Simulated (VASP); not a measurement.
Wanted: the native input for a VASP 6.6.1 run.

* Task: single point
* Functional: PBE
* Dispersion: D3(BJ)
* Potentials or basis: VASP PAW PBE potentials, release 64 (Al)
* Cutoff: 520 eV
* k mesh: 22 × 22 × 22
* Occupations: gaussian, width 0.15 eV
* Spin: no spin polarisation
* Dipole correction: no
* Further INCAR settings: ALGO = Normal; EDIFF = 1e-07; NBANDS = 8

The structure of Al lies in POSCAR:

```
Al
1.0
    0.0000000000      2.1884354029      1.7358669616
    2.1884354029      0.0000000000      1.7358669616
    2.1884354029      2.1884354029      0.0000000000
Al
1
Direct
    0.0000000000      0.0000000000      0.0000000000
```

This cell differs from its parent crystal: volume 16.627 Å^3 an atom, c/a of the conventional cell 0.7932.

One way to write it, as run:

INCAR

```
PREC = Accurate
ENCUT = 520
EDIFF = 1E-7
ISMEAR = 0
SIGMA = 0.15
LREAL = False
LASPH = True
NELM = 100
ALGO = Normal
ISIF = 2
LWAVE = False
LCHARG = False
GGA = PE
IVDW = 12
NBANDS = 8
```

KPOINTS

```
regular mesh
0
Gamma
  22 22 22
```

Potentials or basis: VASP PAW PBE potentials, release 64 (Al).

The run is started by

```sh
$ cat potpaw_PBE.64/Al/POTCAR > POTCAR
$ mpirun -np 1 vasp_std > vasp.out
```

Results of the run:

* Pressure: -2.3 GPa
* Dispersion energy per atom: -0.333 eV

Caveat: pairwise dispersion overbinds metals, which lowers pressure and volume.

Wall time 28 s on 1 thread of Intel(R) Xeon(R) 6975P-C (Granite Rapids), with other jobs on the host, peak memory 0.22 GiB.
